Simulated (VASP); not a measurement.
Cr: single point with PBE

Crystal: Cr.

```
Cr
1.0
    -1.73181    1.73179    1.19472
     1.73179   -1.73181    1.19472
     2.84499    2.84499   -1.19475
Cr
2
Cartesian
  1.1132 4.5768 0.0000
  0.5566 2.2884 0.5973
```

- Program: VASP 6.6.1
- Task: single point
- Functional: PBE
- Potentials or basis: VASP PAW PBE potentials, release 64 (Cr_pv)
- Cutoff: 520 eV
- k mesh: 17 × 17 × 9
- Occupations: fermi-dirac, width 0.1 eV
- Spin: no spin polarisation

```json
{"Pressure": "-0.5 GPa", "Band gap on the k mesh": "zero (bands 12 and 13 overlap by 0.78 eV)"}
```

Stress tensor (GPa, compression positive):
```
-0.49 -0.07  0.00
-0.07 -0.49  0.00
 0.00  0.00 -0.38
```

Levels at points of the mesh, in eV from the Fermi level:
| k point | band 10 | band 11 | band 12 | band 13 | band 14 | band 15 |
| --- | --- | --- | --- | --- | --- | --- |
| (0.00, 0.00, 0.00) | -1.51 | -0.74 | 0.43 | 0.74 | 0.75 | 1.41 |

It took 10 min on 1 thread of AMD EPYC 7571, on a shared host, peak memory 0.31 GiB.

Caveat: the run has no spin polarisation, though such a crystal can be magnetic. Spin polarisation is off, so any magnetic state and its effect on volume and gap are missing.
